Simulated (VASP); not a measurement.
# Si (P1) in VASP: single point with PBE

Aim: the single point of Si with PBE.

Everything below comes from runs of VASP 6.6.1. Logs are shortened: lines on timing, memory, paths and dates and some standing lists are left out, and cuts for length are marked.

## Step 1: The cell of the first run

The typed cell holds 16 atoms: a = 10.940 Å, b = 5.470 Å, c = 5.470 Å, α = 90.00°, β = 90.00°, γ = 90.00°.

## Step 2: Single point, PBE

Contents of INCAR:

```
PREC     = Accurate       # precision mode
ENCUT    = 520            # plane-wave cutoff, eV
EDIFF    = 1E-6           # SCF threshold, eV
ISMEAR   = -1             # smearing method
SIGMA    = 0.1            # smearing width, eV
LREAL    = Auto         
LASPH    = True           # aspherical terms in the spheres
NELM     = 100            # most SCF steps
ALGO     = Normal         # electronic algorithm
ISIF     = 2              # what is computed and relaxed
LWAVE    = False          # write WAVECAR
LCHARG   = False          # write CHGCAR
GGA      = PE             # functional
NBANDS   = 46             # bands
```

Contents of KPOINTS:

```
Automatic mesh
0
Gamma
  2 2 2
```

Contents of POSCAR:

```
Si
1.0
   10.9400000000      0.0000000000      0.0000000000
    0.0000000000      5.4700000000      0.0000000000
    0.0000000000      0.0000000000      5.4700000000
Si
16
Direct
    0.0057221207      0.0170383912      0.0089396709
    0.1197897623      0.2598537477      0.2705118830
    0.0050731261      0.5082084095      0.5245886654
    0.1214442413      0.7807861060      0.7562705667
    0.2450914077     -0.0106764168      0.4881170018
    0.3801188300      0.2179524680      0.7340767824
    0.2487934186      0.5042047532     -0.0048994516
    0.3754936015      0.7333638026      0.2503656307
    0.5002010969     -0.0223217550      0.0007495430
    0.6273491773      0.2488848263      0.2222669104
    0.4922669104      0.4708775137      0.5052833638
    0.6275502742      0.7459049360      0.7405484461
    0.7442047532      0.0239853748      0.4921206581
    0.8830804388      0.2434917733      0.7655210238
    0.7421846435      0.5244789762     -0.0034552102
    0.8816361974      0.7539305302      0.2490127971
```

Potentials or basis: VASP PAW PBE potentials, release 64 (Si).

Command:

```bash
> cat potpaw_PBE.64/Si/POTCAR > POTCAR
> mpirun -np 1 vasp_std > vasp.out
```

OUTCAR:

```text
PREC = Accurate
   ENCUT = 520
   EDIFF = 1E-6
   ISMEAR = -1
   LREAL = Auto
   LASPH = True
   NELM = 100
   ISIF = 2
   GGA = PE

 ion  position               nearest neighbor table
   1  0.006  0.017  0.009-  14 2.26   4 2.28   2 2.32  16 2.37
   2  0.120  0.260  0.271-   3 2.31   1 2.32   5 2.34   7 2.46
   3  0.005  0.508  0.525-   2 2.31   4 2.33  14 2.37  16 2.43
   4  0.121  0.781  0.756-   1 2.28   5 2.30   3 2.33   7 2.44
   5  0.245  0.989  0.488-   4 2.30   2 2.34   6 2.36   8 2.38
   6  0.380  0.218  0.734-  11 2.23   5 2.36   9 2.36   7 2.56
[... 8 lines left out ...]
  15  0.742  0.524  0.997-  12 2.24  10 2.32  16 2.41  14 2.52
  16  0.882  0.754  0.249-   1 2.37  15 2.41   3 2.43  13 2.49

  LATTYP: Found a simple tetragonal cell.
 ALAT       =     5.4700000000
 C/A-ratio  =     2.0000000000

  Lattice vectors:

 A1 = (   0.0000000000,   5.4700000000,   0.0000000000)
 A2 = (   0.0000000000,   0.0000000000,   5.4700000000)
 A3 = (  10.9400000000,   0.0000000000,   0.0000000000)

Analysis of symmetry for initial positions (statically):
=====================================================================
 Subroutine PRICEL returns:
 Original cell was already a primitive cell.

 Routine SETGRP: Setting up the symmetry group for a
 simple tetragonal supercell.

 Subroutine GETGRP returns: Found  1 space group operations
 (whereof  1 operations were pure point group operations)
 out of a pool of 16 trial point group operations.

The static configuration has the point symmetry C_1 .

Analysis of symmetry for dynamics (positions and initial velocities):
=====================================================================
 Subroutine PRICEL returns:
 Original cell was already a primitive cell.

 Routine SETGRP: Setting up the symmetry group for a
 simple tetragonal supercell.

 Subroutine GETGRP returns: Found  1 space group operations
 (whereof  1 operations were pure point group operations)
 out of a pool of 16 trial point group operations.

The dynamic configuration has the point symmetry C_1 .

 Subroutine INISYM returns: Found  1 space group operations
 (whereof  1 operations are pure point group operations),
 and found     1 'primitive' translations

[... 105 lines left out ...]
   EDIFF  = 0.1E-05   stopping-criterion for ELM
   LREAL  =      T    real-space projection
   EDIFFG = 0.1E-04   stopping-criterion for IOM
   NSW    =      0    number of steps for IOM
   IBRION =     -1    ionic relax: 0-MD 1-quasi-New 2-CG
   NFREE  =      0    steps in history (QN), initial steepest desc. (CG)
   ISIF   =      2    stress and relaxation
   ISYM   =      2    0-nonsym 1-usesym 2-fastsym
   POTIM  = 0.5000    time-step for ionic-motion
   TEBEG  =    0.0;   TEEND  =   0.0 temperature during run
   PSTRESS=    0.0 pullay stress
   NELECT =      64.0000    total number of electrons
   NUPDOWN=      -1.0000    fix difference up-down
   EMIN   =  10.00;   EMAX   =-10.00  energy-range for DOS
   EFERMI =   0.00;   METHOD = LEGACY
   ISMEAR =    -1;   SIGMA  =   0.10  broadening in eV -4-tet -1-fermi 0-gaus
   EFERMI_NEDOS =   21; number of points for ismear=-14 and -15
   IALGO  =     38    algorithm
   IMIX   =      4    mixing-type and parameters
     AMIX     =   0.40;   BMIX     =  1.00
     AMIX_MAG =   1.60;   BMIX_MAG =  1.00
  volume/ion in A,a.u.               =      20.46       138.06
  Fermi-wavevector in a.u.,A,eV,Ry     =   0.950176  1.795573 12.283814  0.902835
  Thomas-Fermi vector in A             =   2.078528
   LORBIT       =      0    0 simple, 1 ext, 2 COOP (PROOUT), +10 PAW based schemes
   GGA     = PE    functional components
   LHFCALC =     F    Hartree Fock is set to
   AEXX    =    0.0000 exact exchange contribution
   IVDW    =     0    specifies the selected vdW correction
   LEPSILON=     F    determine dielectric tensor
   LRPA    =     F    only Hartree local field effects (RPA)
 non-spin polarized calculation
  energy-cutoff  :      520.00
  volume of cell :      327.33
 maximum number of plane-waves:      8856
 NGX is ok and might be reduce to    84
   NGX = 41   NGY = 21   NGZ = 21

 number of electron      64.0000000 magnetization

 Free energy of the ion-electron system (eV)
  ---------------------------------------------------
  ext. energy  EPLUGINS =         0.00000000
  ---------------------------------------------------
  free energy    TOTEN  =       -85.12199595 eV

  energy without entropy =      -85.06314093  energy(sigma->0) =      -85.09256844

 E-fermi :   5.9379     XC(G=0):  -9.3262

 val. band max:        5.9104461521   @ k =   0.0000   0.0000   0.0000
 cond. band min:       6.0968019280   @ k =   0.0000   0.0000   0.0000
 fundamental gap:      0.1863557759
 Fermi energy:         5.9379009711

 k-point     1 :       0.0000    0.0000    0.0000
  band No.  band energies     occupation
      1      -6.2306      2.00000
      2      -5.3062      2.00000
      3      -5.0179      2.00000
      4      -2.4294      2.00000
      5      -2.3416      2.00000
      6      -2.2652      2.00000
[... 365 lines left out ...]
     43       9.0065      0.00000
     44       9.1173      0.00000
 [bands above 44 left out]

------------------------ aborting loop because EDIFF is reached ----------------------------------------

  FORCE on cell =-STRESS in cart. coord.  units (eV):
  Direction    XX          YY          ZZ          XY          YZ          ZX
  --------------------------------------------------------------------------------------
  -------------------------------------------------------------------------------------
  Total       -0.7337932      1.9417566      2.5613483      0.7049770     -3.0985838      1.2241309
  in kB       -3.5916357      9.5041524     12.5368157      3.4505913    -15.1663771      5.9916502
  external PRESSURE =       6.1497774 kB  Pullay stress =       0.0000000 kB

 VOLUME and BASIS-vectors are now :
 -----------------------------------------------------------------------------
  energy-cutoff  :      520.00
  volume of cell :      327.33
      direct lattice vectors                 reciprocal lattice vectors
    10.940000000  0.000000000  0.000000000     0.091407678  0.000000000  0.000000000
     0.000000000  5.470000000  0.000000000     0.000000000  0.182815356  0.000000000
     0.000000000  0.000000000  5.470000000     0.000000000  0.000000000  0.182815356

 POSITION                                       TOTAL-FORCE (eV/Angst)
 -----------------------------------------------------------------------------------
      0.06260      0.09320      0.04890        -0.484964     -0.469702      0.872451
      1.31050      1.42140      1.47970         1.036703      0.435309     -0.743233
      0.05550      2.77990      2.86950        -0.899130      0.251305     -0.266201
      1.32860      4.27090      4.13680         0.833711     -1.288717      0.142325
      2.68130      5.41160      2.67000         0.580821      0.275259     -0.160441
      4.15850      1.19220      4.01540        -1.401406      0.090185      1.377924
[... 8 lines left out ...]
      8.11950      2.86890      5.45110         1.967856     -1.080193      0.292325
      9.64510      4.12400      1.36210        -0.692904      0.122499      0.540411
 -----------------------------------------------------------------------------------
    total drift:                                0.007415     -0.000646     -0.003184

  FREE ENERGIE OF THE ION-ELECTRON SYSTEM (eV)
  ---------------------------------------------------
  free  energy   TOTEN  =       -85.1219959544 eV

  energy  without entropy=      -85.0631409271  energy(sigma->0) =      -85.09256844
```

OSZICAR:

```text
N       E                     dE             d eps       ncg     rms          rms(c)
DAV:   1     0.153474423672E+03    0.15347E+03   -0.24022E+04   736   0.114E+03
DAV:   2    -0.733223509608E+02   -0.22680E+03   -0.21252E+03   908   0.165E+02
DAV:   3    -0.862924018976E+02   -0.12970E+02   -0.12714E+02   946   0.361E+01
DAV:   4    -0.865710147546E+02   -0.27861E+00   -0.27706E+00   914   0.655E+00
DAV:   5    -0.865800039294E+02   -0.89892E-02   -0.89781E-02   906   0.105E+00    0.136E+01
DAV:   6    -0.855543491350E+02    0.10257E+01   -0.59558E-01   868   0.234E+00    0.829E+00
DAV:   7    -0.851158685220E+02    0.43848E+00   -0.12380E+00   848   0.339E+00    0.570E-01
DAV:   8    -0.851186208442E+02   -0.27523E-02   -0.87234E-02   816   0.107E+00    0.366E-01
DAV:   9    -0.851214401805E+02   -0.28193E-02   -0.52739E-03   920   0.283E-01    0.193E-01
DAV:  10    -0.851217324199E+02   -0.29224E-03   -0.12658E-03   854   0.115E-01    0.721E-02
DAV:  11    -0.851219808159E+02   -0.24840E-03   -0.33439E-04   816   0.707E-02    0.386E-02
DAV:  12    -0.851219969544E+02   -0.16139E-04   -0.19539E-05   898   0.169E-02    0.102E-02
DAV:  13    -0.851219959544E+02    0.99999E-06   -0.46652E-06   792   0.768E-03
   1 F= -.85121996E+02 E0= -.85092568E+02  d E =-.588550E-01
```

Wall time 99 s (1 thread of Intel Xeon 6975P-C (Granite Rapids), shared host); peak memory 0.38 GiB.

What came out:

```
Free energy            : -85.1220 eV
Pressure               : 0.6 GPa
Largest force          : 2.264 eV/Å
Band gap on the k mesh : 0.19 eV
```

Forces in eV/Å, atoms in the order of the input:
```
Si  -0.485 -0.470  0.872
Si   1.037  0.435 -0.743
Si  -0.899  0.251 -0.266
Si   0.834 -1.289  0.142
Si   0.581  0.275 -0.160
Si  -1.401  0.090  1.378
Si  -0.117 -0.684 -0.383
Si  -0.186 -0.045  0.275
Si   0.191  0.252 -0.206
Si  -0.970  0.424  0.675
Si   1.550  1.114 -0.973
Si  -1.064  0.391 -1.102
Si   1.286 -0.986  0.321
Si  -1.630  1.198 -0.663
Si   1.968 -1.080  0.292
Si  -0.693  0.122  0.540
```

Levels at points of the mesh, in eV from the valence-band top:
```
           k point  band 29  band 30  band 31  band 32  band 33  band 34  band 35  band 36
(0.00, 0.00, 0.00)    -1.81    -0.51    -0.34     0.00     0.19     0.24     0.42     0.46
(0.50, 0.00, 0.00)    -1.38    -1.11    -1.00    -0.68     0.22     0.41     1.05     1.19
(0.00, 0.50, 0.00)    -1.66    -1.54    -1.47    -1.36     0.77     0.83     1.98     2.05
(0.00, 0.00, 0.50)    -1.75    -1.55    -1.49    -1.31     0.77     0.82     1.94     2.06
(0.50, 0.50, 0.00)    -1.76    -1.67    -1.60    -1.49     1.98     2.07     2.09     2.14
(0.50, 0.00, 0.50)    -1.72    -1.69    -1.56    -1.52     1.98     2.05     2.07     2.10
(0.00, 0.50, 0.50)    -1.35    -1.30    -1.13    -0.92     1.06     1.09     1.12     1.17
(0.50, 0.50, 0.50)    -1.43    -1.37    -1.26    -0.98     1.73     1.74     1.83     1.94
```

Caveat: the k points lie up to 0.57 Å⁻¹ apart; forces of over 1 eV/Å act on the atoms, so gaps and moduli don't describe the material at rest. A k mesh can miss the band edges.
